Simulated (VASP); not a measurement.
# Na5Li3S4 (P1) in VASP: single point with PBEsol

Aim: the single point of Na5Li3S4 with PBEsol.

Program: VASP 6.6.1. These are calculated values, not measurements. Logs are shortened: lines on timing, memory, paths and dates and some standing lists are left out, and cuts for length are marked.

## 1. The cell of the first run

The typed cell holds 96 atoms: a = 12.473 Å, b = 12.473 Å, c = 12.473 Å, α = 90.00°, β = 90.00°, γ = 90.00°.

## 2. Single point, PBEsol

INCAR

```
SYSTEM = Na5Li3S4
ALGO = Normal
EDIFF = 1E-6
ENCUT = 880
GGA = PS
GGA_COMPAT = .False.
ISIF = 2
ISMEAR = -1
ISYM = -1
KPAR = 1
LASPH = .True.
LCHARG = .False.
LREAL = Auto
LWAVE = .False.
NBANDS = 326
NELM = 120
PREC = Accurate
SIGMA = 0.05
```

KPOINTS

```
explicit points
1
Reciprocal
  0.25000000   0.25000000   0.25000000 1
```

POSCAR

```
Na5Li3S4
1.0
   12.4731670741      0.0000000000      0.0000000000
    0.0000000000     12.4731670741      0.0000000000
    0.0000000000      0.0000000000     12.4731670741
Na Li S
40 24 32
Direct
    0.3765690000      0.1316400000      0.1228930000
    0.3759870000      0.6235750000      0.6270670000
    0.8775880000      0.1304410000      0.1255050000
    0.8750060000      0.1285100000      0.6250350000
    0.8715670000      0.6312040000      0.1253120000
    0.8695800000      0.6222470000      0.6308350000
    0.1229020000      0.3707530000      0.6224830000
    0.1318810000      0.8769020000      0.6253650000
    0.6228140000      0.3739810000      0.1285920000
    0.6249260000      0.8715950000      0.1139520000
    0.6270290000      0.8719090000      0.6204350000
    0.1326270000      0.1295630000      0.8787730000
    0.1152180000      0.6274110000      0.3656780000
    0.1214980000      0.6262930000      0.8686120000
    0.6267850000      0.1246380000      0.3795520000
    0.6249070000      0.1280070000      0.8667410000
    0.6213630000      0.6218910000      0.3817660000
    0.1291510000      0.1261950000      0.1309220000
    0.1304010000      0.1250640000      0.6296080000
    0.1226150000      0.6214090000      0.1136630000
    0.1217050000      0.6204000000      0.6211420000
    0.6214750000      0.6180420000      0.1214390000
    0.3813690000      0.3680420000      0.3726980000
    0.3758620000      0.8783030000      0.3827110000
    0.8757420000      0.8727450000      0.3743270000
    0.8729950000      0.8706180000      0.8762390000
    0.3708700000      0.8823590000      0.1290280000
    0.8796310000      0.3780260000      0.1257580000
    0.3723780000      0.6179230000      0.3745890000
    0.3750570000      0.6262260000      0.8755890000
    0.8786430000      0.1319860000      0.3769810000
    0.8747020000      0.1240840000      0.8759740000
    0.1318910000      0.3754980000      0.3775440000
    0.1207260000      0.3789780000      0.8776020000
    0.1264140000      0.8802150000      0.3713190000
    0.1304240000      0.8767940000      0.8726070000
    0.6282190000      0.3731620000      0.3812330000
    0.6131330000      0.3765060000      0.8750580000
    0.6232900000      0.8740010000      0.3709350000
    0.6233430000      0.8767070000      0.8678110000
    0.3803240000      0.1274100000      0.6243550000
    0.3730190000      0.6231000000      0.1221290000
    0.1387830000      0.3673000000      0.1316370000
    0.1192940000      0.8690640000      0.1167180000
    0.6213490000      0.3725410000      0.6283320000
    0.1370640000      0.1270620000      0.3802820000
    0.6277770000      0.6296470000      0.8645150000
    0.6252840000      0.1266130000      0.1226240000
    0.6191310000      0.1298090000      0.6248340000
    0.6213950000      0.6137380000      0.6323810000
    0.3676940000      0.3740560000      0.8737210000
    0.3786610000      0.8823870000      0.8777670000
    0.8769620000      0.3806880000      0.3795940000
    0.8679160000      0.3791780000      0.8717060000
    0.3700690000      0.3820780000      0.1140730000
    0.3793650000      0.3696140000      0.6295210000
    0.3852020000      0.8837350000      0.6362720000
    0.8641110000      0.3753530000      0.6283690000
    0.8873590000      0.8870030000      0.1315460000
    0.8780480000      0.8758280000      0.6258300000
    0.3754870000      0.1242710000      0.3814910000
    0.3850530000      0.1250000000      0.8651530000
    0.8604430000      0.6114270000      0.3895720000
    0.8625700000      0.6170310000      0.8767860000
    0.0039210000      0.9923940000      0.0089760000
    0.0018940000      0.0021980000      0.5018860000
    0.9842310000      0.5024990000      0.9857950000
    0.9851150000      0.4946400000      0.4948170000
    0.4944270000      0.0063290000      0.9905720000
    0.4942800000      0.0099160000      0.5120840000
    0.4841830000      0.4956970000      0.0038610000
    0.5044030000      0.4910600000      0.5173590000
    0.2566580000      0.2637100000      0.0010330000
    0.2613480000      0.2402900000      0.5014090000
    0.2536830000      0.7565210000      0.0023770000
    0.2519710000      0.7489770000      0.5017340000
    0.7473830000      0.2513030000      0.9997190000
    0.7479100000      0.2595400000      0.5145990000
    0.7441230000      0.7360420000      0.9848960000
    0.7540090000      0.7445770000      0.5007760000
    0.2535300000      0.0145280000      0.2634070000
    0.2730960000      0.0021890000      0.7534270000
    0.2540870000      0.4936310000      0.2338510000
    0.2579450000      0.4875430000      0.7476810000
    0.7497500000      0.0000230000      0.2387580000
    0.7516900000      0.9994820000      0.7389030000
    0.7602540000      0.4999200000      0.2634890000
    0.7415850000      0.4989900000      0.7521140000
    0.0083770000      0.2573920000      0.2547900000
    0.9886040000      0.2612430000      0.7525930000
    0.0016150000      0.7634210000      0.2345690000
    0.9943200000      0.7537220000      0.7450090000
    0.5039680000      0.2420760000      0.2486450000
    0.4900330000      0.2489370000      0.7401030000
    0.4936610000      0.7435360000      0.2452980000
    0.5013370000      0.7485340000      0.7480760000
```

Potentials or basis: VASP PAW PBE potentials, release 64 (Na_pv, Li_sv, S).

On the command line:

```console
$ cat potpaw_PBE.64/Na_pv/POTCAR potpaw_PBE.64/Li_sv/POTCAR potpaw_PBE.64/S/POTCAR > POTCAR
$ mpirun -np 4 vasp_std > vasp.out
```

OUTCAR:

```text
SYSTEM = Na5Li3S4
   EDIFF = 1E-6
   ENCUT = 880
   GGA = PS
   ISIF = 2
   ISMEAR = -1
   ISYM = -1
   LASPH = .True.
   LREAL = Auto
   NELM = 120
   PREC = Accurate

 ion  position               nearest neighbor table
   1  0.377  0.132  0.123-  93 2.62  73 2.69  69 2.71  81 2.75
   2  0.376  0.624  0.627-  96 2.67  72 2.68  76 2.70  84 2.70
   3  0.878  0.130  0.126-  85 2.68  77 2.72  65 2.75  89 2.79
   4  0.875  0.129  0.625-  86 2.64  78 2.66  90 2.70  66 2.71
   5  0.872  0.631  0.125-  91 2.68  79 2.70  87 2.75  67 2.75
   6  0.870  0.622  0.631-  80 2.65  92 2.67  88 2.68  68 2.74
   7  0.123  0.371  0.622-  90 2.70  84 2.72
   8  0.132  0.877  0.625-  76 2.68  66 2.73  92 2.74
   9  0.623  0.374  0.129-  93 2.67  77 2.71  71 2.78
  10  0.625  0.872  0.114-  85 2.72  79 2.77
  11  0.627  0.872  0.620-  86 2.67  80 2.69  96 2.71  70 2.74
  12  0.133  0.130  0.879-  73 2.74
  13  0.115  0.627  0.366-  91 2.75
  14  0.121  0.626  0.869-  92 2.72  67 2.73
  15  0.627  0.125  0.380-  93 2.68  70 2.74
  16  0.625  0.128  0.867-  69 2.71  77 2.73  94 2.76  86 2.76
  17  0.621  0.622  0.382-  80 2.70  87 2.74  72 2.77  95 2.78
  18  0.129  0.126  0.131-  81 2.66  89 2.71  65 2.75
  19  0.130  0.125  0.630-  74 2.70  66 2.73
  20  0.123  0.621  0.114-  75 2.73  83 2.73  91 2.77  67 2.78
  21  0.122  0.620  0.621-  76 2.73  92 2.77
  22  0.621  0.618  0.121-  95 2.72  79 2.72  71 2.72
  23  0.381  0.368  0.373-  93 2.68  74 2.71
  24  0.376  0.878  0.383-  76 2.68  81 2.73  70 2.74
  25  0.876  0.873  0.374-  80 2.71  91 2.71  66 2.76
  26  0.873  0.871  0.876-  92 2.66  79 2.69  65 2.78
  27  0.371  0.882  0.129-  75 2.66  95 2.73  81 2.77  69 2.78
  28  0.880  0.378  0.126-  67 2.68  89 2.73  87 2.73  77 2.77
  29  0.372  0.618  0.375-  95 2.71  76 2.73  83 2.77
  30  0.375  0.626  0.876-  71 2.66  96 2.71  75 2.73  84 2.77
[... 42 lines left out ...]
  73  0.257  0.264  0.001-  55 2.48  51 2.52  43 2.55   1 2.69  34 2.70  12 2.74
  74  0.261  0.240  0.501-  61 2.52  41 2.56  46 2.58  19 2.70  23 2.71
  75  0.254  0.757  0.002-  44 2.61  27 2.66  42 2.69  36 2.69  30 2.73  20 2.73
  76  0.252  0.749  0.502-   8 2.68  24 2.68   2 2.70  21 2.73  29 2.73  35 2.79
  77  0.747  0.251  1.000-  48 2.66   9 2.71   3 2.72  32 2.72  16 2.73  38 2.77  28 2.77
  78  0.748  0.260  0.515-  58 2.49  45 2.55  37 2.65   4 2.66  49 2.66
  79  0.744  0.736  0.985-  47 2.47  64 2.49  26 2.69   5 2.70  22 2.72  40 2.74  10 2.77
  80  0.754  0.745  0.501-  63 2.54   6 2.65  11 2.69  17 2.70  25 2.71
  81  0.254  0.015  0.263-  46 2.49  61 2.52  18 2.66  35 2.67  24 2.73   1 2.75  27 2.77
  82  0.273  0.002  0.753-  62 2.50  57 2.50  52 2.52  41 2.61
  83  0.254  0.494  0.234-  43 2.49  55 2.50  42 2.60  20 2.73  29 2.77  33 2.78
  84  0.258  0.488  0.748-  51 2.52  56 2.57   2 2.70  34 2.72   7 2.72  30 2.77
  85  0.750  0.000  0.239-  59 2.59  48 2.65   3 2.68  10 2.72  39 2.77
  86  0.752  0.999  0.739-  60 2.62   4 2.64  11 2.67  40 2.74  16 2.76  32 2.77
  87  0.760  0.500  0.263-  63 2.44  53 2.54  37 2.71  28 2.73  17 2.74   5 2.75
  88  0.742  0.499  0.752-  50 2.55  47 2.58  64 2.62  54 2.63  58 2.66  45 2.67   6 2.68  38 2.69

  89  0.008  0.257  0.255-  43 2.62  33 2.62  18 2.71  31 2.72  28 2.73   3 2.79
  90  0.989  0.261  0.753-  54 2.58  58 2.61   4 2.70  34 2.70   7 2.70  32 2.70
  91  0.002  0.763  0.235-  44 2.46  59 2.46   5 2.68  25 2.71  35 2.73  13 2.75  20 2.77
  92  0.994  0.754  0.745-  60 2.58  26 2.66   6 2.67  14 2.72   8 2.74  21 2.77  36 2.79
  93  0.504  0.242  0.249-  48 2.61   1 2.62   9 2.67  15 2.68  23 2.68
  94  0.490  0.249  0.740-  56 2.46  41 2.50  62 2.56  49 2.62  45 2.65  16 2.76  38 2.78
  95  0.494  0.744  0.245-  42 2.62  29 2.71  22 2.72  27 2.73  39 2.78  17 2.78
  96  0.501  0.749  0.748-  47 2.61  57 2.62  40 2.67  50 2.67   2 2.67  30 2.71  11 2.71

IMPORTANT INFORMATION: All symmetrisations will be switched off!
NOSYMM: (Re-)initialisation of all symmetry stuff for point group C_1.

----------------------------------------------------------------------------------------

                                     Primitive cell
[... 231 lines left out ...]
   ISPIN  =      1    spin polarized calculation?
   LNONCOLLINEAR =      F non collinear calculations
   LSORBIT =      F    spin-orbit coupling
   LASPH  =      T    aspherical Exc in radial PAW
   ENCUT  =  880.0 eV  64.68 Ry    8.04 a.u.  30.17 30.17 30.17*2*pi/ulx,y,z
   NELM   =    120;   NELMIN=  2; NELMDL= -5     # of ELM steps
   EDIFF  = 0.1E-05   stopping-criterion for ELM
   LREAL  =      T    real-space projection
   EDIFFG = 0.1E-04   stopping-criterion for IOM
   NSW    =      0    number of steps for IOM
   IBRION =     -1    ionic relax: 0-MD 1-quasi-New 2-CG
   NFREE  =      0    steps in history (QN), initial steepest desc. (CG)
   ISIF   =      2    stress and relaxation
   ISYM   =     -1    0-nonsym 1-usesym 2-fastsym
   POTIM  = 0.5000    time-step for ionic-motion
   TEBEG  =    0.0;   TEEND  =   0.0 temperature during run
   PSTRESS=    0.0 pullay stress
   NELECT =     544.0000    total number of electrons
   NUPDOWN=      -1.0000    fix difference up-down
   EMIN   =  10.00;   EMAX   =-10.00  energy-range for DOS
   EFERMI =   0.00;   METHOD = LEGACY
   ISMEAR =    -1;   SIGMA  =   0.05  broadening in eV -4-tet -1-fermi 0-gaus
   EFERMI_NEDOS =   21; number of points for ismear=-14 and -15
   IALGO  =     38    algorithm
   IMIX   =      4    mixing-type and parameters
     AMIX     =   0.40;   BMIX     =  1.00
     AMIX_MAG =   1.60;   BMIX_MAG =  1.00
  volume/ion in A,a.u.               =      20.21       136.41
  Fermi-wavevector in a.u.,A,eV,Ry     =   1.071431  2.024712 15.619017  1.147965
  Thomas-Fermi vector in A             =   2.207172
   LORBIT       =      0    0 simple, 1 ext, 2 COOP (PROOUT), +10 PAW based schemes
   GGA     = PS    functional components
   LHFCALC =     F    Hartree Fock is set to
   AEXX    =    0.0000 exact exchange contribution
   IVDW    =     0    specifies the selected vdW correction
   LEPSILON=     F    determine dielectric tensor
   LRPA    =     F    only Hartree local field effects (RPA)
 non-spin polarized calculation
  energy-cutoff  :      880.00
  volume of cell :     1940.57
 maximum number of plane-waves:    115022
 NGX is ok and might be reduce to   120
   NGX = 61   NGY = 61   NGZ = 61

 number of electron     544.0000019 magnetization

 Free energy of the ion-electron system (eV)
  ---------------------------------------------------
  ext. energy  EPLUGINS =         0.00000000
  ---------------------------------------------------
  free energy    TOTEN  =      -351.19234577 eV

  energy without entropy =     -351.19234577  energy(sigma->0) =     -351.19234577

 E-fermi :   1.8263     XC(G=0):  -8.1939

 val. band max:        0.5033625417   @ k =   0.2500   0.2500   0.2500
 cond. band min:       3.7907734809   @ k =   0.2500   0.2500   0.2500
 fundamental gap:      3.2874109392
 Fermi energy:         1.8262636414

 k-point     1 :       0.2500    0.2500    0.2500
  band No.  band energies     occupation
      1     -43.5178      2.00000
      2     -43.4463      2.00000
      3     -43.4135      2.00000
      4     -43.4062      2.00000
      5     -43.3980      2.00000
      6     -43.3647      2.00000
[... 276 lines left out ...]
    283       5.0543      0.00000
    284       5.0968      0.00000
 [bands above 284 left out]

------------------------ aborting loop because EDIFF is reached ----------------------------------------

  FORCE on cell =-STRESS in cart. coord.  units (eV):
  Direction    XX          YY          ZZ          XY          YZ          ZX
  --------------------------------------------------------------------------------------
  -------------------------------------------------------------------------------------
  Total        0.5618342      0.7313107      1.3397438      1.6655300     -1.0448892     -0.1517630
  in kB        0.4638618      0.6037850      1.1061197      1.3750954     -0.8626818     -0.1252986
  external PRESSURE =       0.7245888 kB  Pullay stress =       0.0000000 kB

 VOLUME and BASIS-vectors are now :
 -----------------------------------------------------------------------------
  energy-cutoff  :      880.00
  volume of cell :     1940.57
      direct lattice vectors                 reciprocal lattice vectors
    12.473167074  0.000000000  0.000000000     0.080172100  0.000000000  0.000000000
     0.000000000 12.473167074  0.000000000     0.000000000  0.080172100  0.000000000
     0.000000000  0.000000000 12.473167074     0.000000000  0.000000000  0.080172100

 POSITION                                       TOTAL-FORCE (eV/Angst)
 -----------------------------------------------------------------------------------
      4.69701      1.64197      1.53286         0.001161     -0.002010     -0.000906
      4.68975      7.77796      7.82151        -0.000507      0.000324      0.000149
     10.94630      1.62701      1.56544         0.001264      0.002316      0.001531
     10.91410      1.60293      7.79617         0.004325      0.000662     -0.000246
     10.87120      7.87311      1.56304        -0.002108     -0.001349     -0.001246
     10.84642      7.76139      7.86851        -0.000541     -0.001255      0.000944
[... 88 lines left out ...]
      6.15752      9.27425      3.05964         0.000554     -0.000827      0.000698
      6.25326      9.33659      9.33088         0.004315      0.001547      0.007190
 -----------------------------------------------------------------------------------
    total drift:                               -0.106040     -0.020429     -0.053716

  FREE ENERGIE OF THE ION-ELECTRON SYSTEM (eV)
  ---------------------------------------------------
  free  energy   TOTEN  =      -351.1923457662 eV

  energy  without entropy=     -351.1923457662  energy(sigma->0) =     -351.19234577
```

Run time: 19 min. Hardware: 4 MPI ranks of Intel Xeon Platinum 8488C (Sapphire Rapids), shared host; peak memory 1.3 GiB.

Results:

```
Free energy            : -351.1923 eV
Pressure               : 0.1 GPa
Largest force          : 0.030 eV/Å
Band gap on the k mesh : 3.29 eV
```

Forces in eV/Å, atoms in the order of the input:
```
Na   0.001 -0.002 -0.001
Na  -0.001  0.000  0.000
Na   0.001  0.002  0.002
Na   0.004  0.001  0.000
Na  -0.002 -0.001 -0.001
Na  -0.001 -0.001  0.001
Na   0.002  0.001 -0.003
Na   0.004  0.002  0.003
Na   0.001  0.003  0.002
Na   0.000  0.000  0.001
Na  -0.001  0.003 -0.001
Na   0.000  0.001 -0.002
Na   0.003 -0.002  0.003
Na   0.002 -0.001 -0.001
Na   0.003  0.000  0.002
Na   0.000  0.001 -0.002
Na  -0.002  0.001  0.000
Na   0.002  0.001 -0.002
Na   0.001  0.001  0.003
Na   0.000 -0.003  0.001
Na   0.002 -0.003  0.001
Na   0.001 -0.003  0.003
Na   0.001  0.003  0.001
Na   0.003  0.000  0.001
Na  -0.001  0.002  0.004
Na   0.000  0.003  0.002
Na   0.000  0.003  0.001
Na  -0.001 -0.002  0.001
Na   0.001 -0.003  0.002
Na  -0.001 -0.001 -0.001
Na  -0.002  0.002  0.002
Na   0.001 -0.002  0.000
Na   0.005  0.002  0.005
Na   0.004 -0.002  0.001
Na   0.002 -0.002  0.003
Na   0.002  0.001 -0.002
Na  -0.003 -0.001 -0.002
Na   0.000 -0.002  0.000
Na   0.000  0.001  0.003
Na   0.000  0.002  0.001
Li  -0.001  0.013  0.013
Li   0.001  0.004  0.007
Li  -0.001  0.004 -0.008
Li   0.012  0.004 -0.019
Li  -0.007 -0.011 -0.005
Li  -0.003  0.003  0.007
Li  -0.014 -0.019 -0.008
Li  -0.008 -0.001 -0.010
Li   0.006 -0.004  0.007
Li   0.016  0.009 -0.007
Li  -0.018 -0.003  0.004
Li  -0.012  0.012 -0.006
Li  -0.003 -0.012 -0.015
Li  -0.014  0.005  0.002
Li   0.000  0.019  0.005
Li  -0.010 -0.001  0.007
Li  -0.005  0.009  0.010
Li  -0.001 -0.011 -0.002
Li  -0.013 -0.005  0.004
Li  -0.001  0.003 -0.011
Li  -0.002 -0.003  0.002
Li  -0.003 -0.008  0.000
Li  -0.025  0.014  0.008
Li  -0.001 -0.005  0.000
S   -0.002 -0.003  0.000
S    0.003  0.001  0.002
S   -0.003 -0.002  0.000
S   -0.003  0.007  0.008
S    0.004 -0.003 -0.004
S   -0.001 -0.007  0.008
S   -0.002 -0.011 -0.005
S    0.007  0.000  0.005
S    0.005  0.009  0.000
S    0.012 -0.006  0.003
S    0.002 -0.005  0.002
S    0.004  0.006  0.000
S    0.002 -0.002 -0.002
S    0.009  0.001  0.001
S    0.004 -0.003 -0.010
S    0.005 -0.008  0.014
S    0.003 -0.005  0.010
S    0.009  0.006  0.004
S    0.005 -0.001 -0.006
S    0.005  0.001 -0.019
S    0.003 -0.005 -0.010
S    0.000  0.001  0.002
S   -0.001  0.004  0.003
S    0.004 -0.004 -0.006
S   -0.002  0.000 -0.005
S   -0.001  0.006  0.006
S   -0.003 -0.004  0.004
S   -0.007  0.000 -0.004
S    0.001  0.000 -0.017
S    0.001  0.001 -0.002
S    0.001 -0.001  0.001
S    0.004  0.002  0.007
```

Levels at points of the mesh, in eV from the valence-band top:
```
           k point  band 270  band 271  band 272  band 273  band 274  band 275
(0.25, 0.25, 0.25)     -0.07     -0.02      0.00      3.29      3.85      3.88
```

Caveat: the PAW data sets were made with another functional, which shifts forces and pressure a little; a shifted mesh leaves out Γ, where band edges can lie. A k mesh can miss the band edges.
